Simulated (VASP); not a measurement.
# CdSe (Fm-3m) in VASP: electric field gradients with PBEsol

Aim: the electric field gradients of CdSe with PBEsol.

Program: VASP 6.6.1. These are calculated values, not measurements. Logs are shortened: lines on timing, memory, paths and dates and some standing lists are left out, and cuts for length are marked.

**1. The cell of the first run**

Symmetry: Fm-3m, No. 225, cubic system. Conventional cell: a = 5.627 Å, b = 5.627 Å, c = 5.627 Å, α = 90.00°, β = 90.00°, γ = 90.00°. Cd (site symmetry m-3m) has 6 Se at 2.81 Å within 3.7 Å. Within 3.7 Å of Se (site symmetry m-3m) lie 6 Cd at 2.81 Å.

**2. Electric field gradients, PBEsol**

Input file INCAR:

```
PREC     = Accurate       # precision mode
ENCUT    = 520            # plane-wave cutoff, eV
EDIFF    = 1E-8           # SCF threshold, eV
ISMEAR   = -1             # smearing method
SIGMA    = 0.05           # smearing width, eV
LREAL    = False          # projectors in reciprocal space
LASPH    = True           # aspherical terms in the spheres
NELM     = 100            # most SCF steps
ALGO     = Normal         # electronic algorithm
ISIF     = 2              # what is computed and relaxed
LWAVE    = False          # write WAVECAR
LCHARG   = False          # write CHGCAR
GGA      = PS             # functional
LEFG     = True         
NBANDS   = 16             # bands
```

Input file KPOINTS:

```
Automatic mesh
0
Gamma
  12 12 12
```

Input file POSCAR:

```
CdSe
1.0
    0.0000000000      2.8137356268      2.8137356268
    2.8137356268      0.0000000000      2.8137356268
    2.8137356268      2.8137356268      0.0000000000
Cd Se
1 1
Direct
    0.0000000000      0.0000000000      0.0000000000
    0.5000000000      0.5000000000      0.5000000000
```

Potentials or basis: VASP PAW PBE potentials, release 64 (Cd, Se).

Run with:

```console
cat potpaw_PBE.64/Cd/POTCAR potpaw_PBE.64/Se/POTCAR > POTCAR
mpirun -np 1 vasp_std > vasp.out
```

OUTCAR:

```text
PREC = Accurate
   ENCUT = 520
   EDIFF = 1E-8
   ISMEAR = -1
   LREAL = False
   LASPH = True
   NELM = 100
   ISIF = 2
   GGA = PS

 ion  position               nearest neighbor table
   1  0.000  0.000  0.000-   2 2.81   2 2.81   2 2.81   2 2.81   2 2.81   2 2.81
   2  0.500  0.500  0.500-   1 2.81   1 2.81   1 2.81   1 2.81   1 2.81   1 2.81

  LATTYP: Found a face centered cubic cell.
 ALAT       =     5.6274712536

  Lattice vectors:

 A1 = (   0.0000000000,   2.8137356268,   2.8137356268)
 A2 = (   2.8137356268,   0.0000000000,   2.8137356268)
 A3 = (   2.8137356268,   2.8137356268,   0.0000000000)

Analysis of symmetry for initial positions (statically):
=====================================================================
 Subroutine PRICEL returns:
 Original cell was already a primitive cell.

 Routine SETGRP: Setting up the symmetry group for a
 face centered cubic supercell.

 Subroutine GETGRP returns: Found 48 space group operations
 (whereof 48 operations were pure point group operations)
 out of a pool of 48 trial point group operations.

The static configuration has the point symmetry O_h .

Analysis of symmetry for dynamics (positions and initial velocities):
=====================================================================
 Subroutine PRICEL returns:
 Original cell was already a primitive cell.

 Routine SETGRP: Setting up the symmetry group for a
 face centered cubic supercell.

 Subroutine GETGRP returns: Found 48 space group operations
 (whereof 48 operations were pure point group operations)
 out of a pool of 48 trial point group operations.

The dynamic configuration has the point symmetry O_h .

 Subroutine INISYM returns: Found 48 space group operations
 (whereof 48 operations are pure point group operations),
 and found     1 'primitive' translations

----------------------------------------------------------------------------------------

                                     Primitive cell

  volume of cell :      44.5533

  direct lattice vectors                    reciprocal lattice vectors
     0.000000000  2.813735627  2.813735627    -0.177699708  0.177699708  0.177699708
     2.813735627  0.000000000  2.813735627     0.177699708 -0.177699708  0.177699708
     2.813735627  2.813735627  0.000000000     0.177699708  0.177699708 -0.177699708

  length of vectors
     3.979223084  3.979223084  3.979223084     0.307784923  0.307784923  0.307784923

  position of ions in fractional coordinates (direct lattice)
     0.000000000  0.000000000  0.000000000
     0.500000000  0.500000000  0.500000000

  ion indices of the primitive-cell ions
   primitive index   ion index
                 1           1
                 2           2

----------------------------------------------------------------------------------------

 KPOINTS: Automatic mesh

Automatic generation of k-mesh.
 Grid dimensions read from file:
 generate k-points for:   12   12   12

 Generating k-lattice:

  Cartesian coordinates                     Fractional coordinates (reciprocal lattice)
    -0.014808309  0.014808309  0.014808309     0.083333333  0.000000000  0.000000000
     0.014808309 -0.014808309  0.014808309     0.000000000  0.083333333  0.000000000
     0.014808309  0.014808309 -0.014808309     0.000000000  0.000000000  0.083333333

  Length of vectors
     0.025648744  0.025648744  0.025648744

  Shift w.r.t. Gamma in fractional coordinates (k-lattice)
     0.000000000  0.000000000  0.000000000

 Subroutine IBZKPT returns following result:
 ===========================================

 Found     72 irreducible k-points:

 Following reciprocal coordinates:
            Coordinates               Weight
  0.000000  0.000000  0.000000      1.000000
  0.083333  0.000000  0.000000      8.000000
  0.166667  0.000000  0.000000      8.000000
  0.250000  0.000000  0.000000      8.000000
  0.333333  0.000000  0.000000      8.000000
  0.416667  0.000000  0.000000      8.000000
[... 16 lines left out ...]
  0.500000  0.166667  0.000000     24.000000
 -0.416667  0.166667  0.000000     24.000000
 [... further k-points ...]
   k-points           NKPTS =     72   k-points in BZ     NKDIM =     72   number of bands    NBANDS=     16
   number of dos      NEDOS =    301   number of ions     NIONS =      2
   total plane-waves  NPLWV =  27000
   dimension x,y,z NGX =    30 NGY =   30 NGZ =   30
   dimension x,y,z NGXF=    60 NGYF=   60 NGZF=   60
   ions per type =               1   1
   NGX,Y,Z   is equivalent  to a cutoff of  12.53, 12.53, 12.53 a.u.
   NGXF,Y,Z  is equivalent  to a cutoff of  25.07, 25.07, 25.07 a.u.
 SYSTEM =  unknown system
   PREC   = accura    normal or accurate (medium, high low for compatibility)
   ISTART =      0    job   : 0-new  1-cont  2-samecut
   ICHARG =      2    charge: 1-file 2-atom 10-const
   ISPIN  =      1    spin polarized calculation?
   LNONCOLLINEAR =      F non collinear calculations
   LSORBIT =      F    spin-orbit coupling
   LASPH  =      T    aspherical Exc in radial PAW
   ENCUT  =  520.0 eV  38.22 Ry    6.18 a.u.   7.40  7.40  7.40*2*pi/ulx,y,z
   NELM   =    100;   NELMIN=  2; NELMDL= -5     # of ELM steps
   EDIFF  = 0.1E-07   stopping-criterion for ELM
   LREAL  =      F    real-space projection
   EDIFFG = 0.1E-06   stopping-criterion for IOM
   NSW    =      0    number of steps for IOM
   IBRION =     -1    ionic relax: 0-MD 1-quasi-New 2-CG
   NFREE  =      0    steps in history (QN), initial steepest desc. (CG)
   ISIF   =      2    stress and relaxation
   ISYM   =      2    0-nonsym 1-usesym 2-fastsym
   POTIM  = 0.5000    time-step for ionic-motion
   TEBEG  =    0.0;   TEEND  =   0.0 temperature during run
   PSTRESS=    0.0 pullay stress
   NELECT =      18.0000    total number of electrons
   NUPDOWN=      -1.0000    fix difference up-down
   EMIN   =  10.00;   EMAX   =-10.00  energy-range for DOS
   EFERMI =   0.00;   METHOD = LEGACY
   ISMEAR =    -1;   SIGMA  =   0.05  broadening in eV -4-tet -1-fermi 0-gaus
   EFERMI_NEDOS =   21; number of points for ismear=-14 and -15
   IALGO  =     38    algorithm
   IMIX   =      4    mixing-type and parameters
     AMIX     =   0.40;   BMIX     =  1.00
     AMIX_MAG =   1.60;   BMIX_MAG =  1.00
  volume/ion in A,a.u.               =      22.28       150.33
  Fermi-wavevector in a.u.,A,eV,Ry     =   1.210242  2.287027 19.928273  1.464687
  Thomas-Fermi vector in A             =   2.345795
   LORBIT       =      0    0 simple, 1 ext, 2 COOP (PROOUT), +10 PAW based schemes
   GGA     = PS    functional components
   LHFCALC =     F    Hartree Fock is set to
   AEXX    =    0.0000 exact exchange contribution
   IVDW    =     0    specifies the selected vdW correction
   LEPSILON=     F    determine dielectric tensor
   LRPA    =     F    only Hartree local field effects (RPA)
 non-spin polarized calculation
  energy-cutoff  :      520.00
  volume of cell :       44.55
 maximum number of plane-waves:      1243
 NGX is ok and might be reduce to    30
   NGX = 15   NGY = 15   NGZ = 15

 number of electron      17.9999992 magnetization

 Free energy of the ion-electron system (eV)
  ---------------------------------------------------
  ext. energy  EPLUGINS =         0.00000000
  ---------------------------------------------------
  free energy    TOTEN  =        -5.99293393 eV

  energy without entropy =       -5.98823460  energy(sigma->0) =       -5.99058427

 E-fermi :   2.7281     XC(G=0): -10.4945

 val. band max:        2.6984496164   @ k =  -0.2500   0.1667   0.0000
 cond. band min:       2.9298661318   @ k =   0.0000   0.0000   0.0000
 fundamental gap:      0.2314165153
 Fermi energy:         2.7281254528

 k-point     1 :       0.0000    0.0000    0.0000
  band No.  band energies     occupation
      1     -10.6211      2.00000
      2      -5.2941      2.00000
      3      -5.2941      2.00000
      4      -5.2737      2.00000
      5      -5.2737      2.00000
      6      -5.2737      2.00000
[... 8 lines left out ...]
     15      12.7120      0.00000
     16      12.7120      0.00000

 k-point     2 :       0.0833    0.0000    0.0000
  band No.  band energies     occupation
      1     -10.5639      2.00000
      2      -5.3117      2.00000
      3      -5.3117      2.00000
      4      -5.2793      2.00000
      5      -5.2642      2.00000
      6      -5.2642      2.00000
[... 8 lines left out ...]
     15      12.2366      0.00000
     16      12.5375      0.00000
[... 387 lines left out ...]
      5      -5.0957      2.00000
      6      -5.0937      2.00000
[... 8 lines left out ...]
     15      15.8818      0.00000
     16      15.9580      0.00000

 k-point    24 :      -0.4167    0.1667    0.0000
  band No.  band energies     occupation
      1      -9.5689      2.00000
      2      -5.5195      2.00000
      3      -5.4541      2.00000
      4      -5.3604      2.00000
      5      -5.1065      2.00000
      6      -5.0742      2.00000
[... 8 lines left out ...]
     15      14.7502      0.00000
     16      15.2076      0.00000

 [... further k-points ...]
[... 5 lines left out ...]
  --------------------------------------------------------------------------------------
  -------------------------------------------------------------------------------------
  Total        0.1258851      0.1258851      0.1258851      0.0000000     -0.0000000      0.0000000
  in kB        4.5269448      4.5269448      4.5269448      0.0000000     -0.0000000      0.0000000
  external PRESSURE =       4.5269448 kB  Pullay stress =       0.0000000 kB

 VOLUME and BASIS-vectors are now :
 -----------------------------------------------------------------------------
  energy-cutoff  :      520.00
  volume of cell :       44.55
      direct lattice vectors                 reciprocal lattice vectors
     0.000000000  2.813735627  2.813735627    -0.177699708  0.177699708  0.177699708
     2.813735627  0.000000000  2.813735627     0.177699708 -0.177699708  0.177699708
     2.813735627  2.813735627  0.000000000     0.177699708  0.177699708 -0.177699708

 POSITION                                       TOTAL-FORCE (eV/Angst)
 -----------------------------------------------------------------------------------
      0.00000      0.00000      0.00000         0.000000     -0.000000      0.000000
      2.81374      2.81374      2.81374        -0.000000      0.000000     -0.000000
 -----------------------------------------------------------------------------------
    total drift:                               -0.000000      0.000000      0.000000

  FREE ENERGIE OF THE ION-ELECTRON SYSTEM (eV)
  ---------------------------------------------------
  free  energy   TOTEN  =        -5.9929339321 eV

  energy  without entropy=       -5.9882346038  energy(sigma->0) =       -5.99058427

 Electric field gradients (V/A^2)
---------------------------------------------------------------------
 ion       V_xx      V_yy      V_zz      V_xy      V_xz      V_yz
---------------------------------------------------------------------
   1      -0.000     0.000     0.000    -0.000    -0.000    -0.000
   2       0.000     0.000     0.000    -0.000    -0.000    -0.000
---------------------------------------------------------------------

 Electric field gradients after diagonalization (V/A^2)
 (convention: |V_zz| > |V_xx| > |V_yy|)
----------------------------------------------------------------------
 ion       V_xx      V_yy      V_zz     asymmetry (V_yy - V_xx)/ V_zz
----------------------------------------------------------------------
   1       0.000     0.000    -0.000       0.000
   2       0.000     0.000    -0.000       0.000
----------------------------------------------------------------------

           NMR quadrupolar parameters

 Cq : quadrupolar parameter    Cq=e*Q*V_zz/h
 eta: asymmetry parameters     (V_yy - V_xx)/ V_zz
 Q  : nuclear electric quadrupole moment in mb (millibarn)
----------------------------------------------------------------------
 ion       Cq(MHz)       eta       Q (mb)
----------------------------------------------------------------------
   1      -0.000       0.000       1.000
   2      -0.000       0.000       1.000
----------------------------------------------------------------------
```

It took 45 s on 1 thread of Intel Xeon Platinum 8488C (Sapphire Rapids), shared host; peak memory 0.2 GiB.

Results:

* Free energy: -5.9929 eV
* Pressure: 0.5 GPa
* Band gap on the k mesh: zero (band 9 reaches 2.70 eV, above the bottom of band 10 at 2.16 eV)

Caveat: without QUAD_EFG the Cq values of the log hold for a quadrupole moment of 1 mb, not for the nuclei; the PAW data sets were made with another functional, which shifts forces and pressure a little.
